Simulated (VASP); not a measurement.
A run of VASP 6.6.1 is set up as follows.

File INCAR:

```
SYSTEM = H2CO2
ALGO = Normal
EDIFF = 1E-7
ENCUT = 520
GGA = PE
ISIF = 2
ISMEAR = -1
IVDW = 12
LASPH = .TRUE.
LCHARG = .FALSE.
LREAL = Auto
LWAVE = .FALSE.
NBANDS = 98
NELM = 100
PREC = Accurate
SIGMA = 0.02
```

The input KPOINTS:

```
k-points
0
G
  1 1 1
  0 0 0
```

POSCAR

```
H2CO2
1.0
    7.3876590000      0.0000000000      0.0000000000
    0.0000000000      7.3876590000      0.0000000000
    0.0000000000      0.0000000000      7.3876590000
O C H
16 8 16
Direct
    0.0563642691      0.2668233604      0.6540908290
    0.3438572354      0.1648695480      0.6635796265
    0.8219383163      0.8221142855      0.1689709826
    0.8982683148      1.0720852167      0.0098407357
    0.2460590019      0.4615399817      0.1704599522
    0.2690838871      0.4985476455     -0.1375266509
    0.5878587520      0.9503281080      0.5034071010
    0.3672475949      0.7362954895      0.4772418435
    0.7228812267      0.3886616857      0.8105138583
    0.7951910071      0.6719584648      0.8597987536
    0.7942840892      0.4029693303      0.2749179409
    0.6030733146      0.3947935334      0.5099856396
    0.4884091158      0.8535044728      0.8733213052
    0.5269734296      1.0697705457      1.0881525528
    0.1651131976      0.9864965343      0.3615895103
    0.2135317832      0.8040706806      0.1157470858
    0.2352165957      0.2807926029      0.6231879409
    0.8534097202      0.9968651775      0.1518342955
    0.3025450958      0.4206880691      0.0027748980
    0.5168348999      0.7953128318      0.4685787473
    0.8392374364      0.5149669198      0.8637648273
    0.6362502655      0.3715249986      0.3520601046
    0.5599744114      1.0031459221      0.9402437227
    0.1825476785      0.9508830876      0.1892074336
    0.0317150534      0.1635430114      0.7387725936
    0.2675001648      0.4074362393      0.5450576428
    0.8270820296      0.7624066027      0.0438704602
    0.8707765207      1.0633950484      0.2875606467
    0.2120428136      0.5982003230      0.1777559035
    0.3750714536      0.2951408559      0.0065243943
    0.5007404917      1.0349286560      0.5682855692
    0.6198986716      0.6939546073      0.4429278612
    0.6291708916      0.4349144973      0.7292296518
    0.9769806646      0.4679966956      0.9053612247
    0.8799404520      0.4378247561      0.3719175452
    0.5481032625      0.3114653776      0.2500115395
    0.3905161297      0.8154545303      0.9657457119
    0.6723645474      1.0609450165      0.8644010234
    0.2148718559      0.8654568382      0.4252226585
    0.1732483863      1.0757805686      0.1178857876
```

Potentials or basis: VASP PAW PBE potentials, release 64 (O, C, H).

Launch:

```console
$ cat potpaw_PBE.64/O/POTCAR potpaw_PBE.64/C/POTCAR potpaw_PBE.64/H/POTCAR > POTCAR
$ mpirun -np 1 vasp_gam > vasp.out
```

Q: What does it give for the dispersion energy per atom?

A: -0.059 eV.

Q: What does it give for the largest force?

A: 4.614 eV/Å.

Q: Estimate the band gap on the k mesh.

A: 4.09 eV.

Stress tensor (GPa, compression positive):
```
 6.35 -0.95  0.72
-0.95  4.70  0.29
 0.72  0.29  3.39
```

Caveat: the k points lie up to 0.85 Å⁻¹ apart, too coarse for converged energies, forces and pressures; the atoms stand as in a frame of molecular dynamics.
